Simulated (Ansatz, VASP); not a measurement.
## Na: VASP beside Ansatz

INCAR

```
SYSTEM = Na
ALGO = Normal
EDIFF = 1E-7
EDIFFG = -0.002
ENCUT = 600
GGA = PS
IBRION = 2
ISIF = 3
ISMEAR = -1
LASPH = .True.
LCHARG = .False.
LREAL = .False.
LWAVE = .False.
NELM = 100
NSW = 100
PREC = Accurate
SIGMA = 0.1
```

KPOINTS

```
k-points
0
Gamma
  14 14 8
  0 0 0
```

POSCAR

```
Na
1.0
    3.7670000000      0.0000000000      0.0000000000
   -1.8835000000      3.2623176961      0.0000000000
    0.0000000000      0.0000000000      6.1540000000
Na
2
Direct
    0.3333333333      0.6666666667      0.2500000000
    0.6666666667      0.3333333333      0.7500000000
```

Input for Ansatz:

```yaml
crystal:
  lattice:
    - [3.76700000002, 0.0, 0.0]
    - [-1.88350000001, 3.26231769607, 0.0]
    - [0.0, 0.0, 6.154]
  atoms:
    - { symbol: Na, position: [0.333333333333, 0.666666666667, 0.25] }
    - { symbol: Na, position: [0.666666666667, 0.333333333333, 0.75] }
kpoints:
  mp_grid: { grid: [14, 14, 8] }
scf:
  occupations: { method: fermi_dirac, width: 0.1 }
hamiltonian:
  xc: pbesol
  pseudopotentials: { kind: paw }
relax:
  f_tol: 0.002
  max_steps: 80
  cell: {}
output:
  forces: true
  stress: true
```

Alike in both runs: task relaxation of cell and atoms; functional PBEsol; k mesh 14 × 14 × 8; occupations fermi-dirac, width 0.1 eV; no spin polarisation.

```csv
,VASP,Ansatz
version,VASP 6.6.1,Ansatz 0.2.0
potentials or method,"VASP PAW PBE potentials, release 64 (Na_pv)","PAW with Ansatz's default frozen-core files, scalar-relativistic"
plane-wave cutoff (eV),600,420
valence electrons in the cell,14,18
```

```tsv
	VASP	Ansatz	Ansatz less VASP
relaxed volume (Å³/atom)	36.34	36.37	+0.028
relaxed length of the cell vector where the two differ most in proportion (Å)	3.718	3.719	+0.0010
```

VASP's potentials were made for PBE, not for PBEsol. VASP's potentials hold 14 valence electrons a cell and Ansatz's 18, so a difference there can come from the potentials and not from the codes.
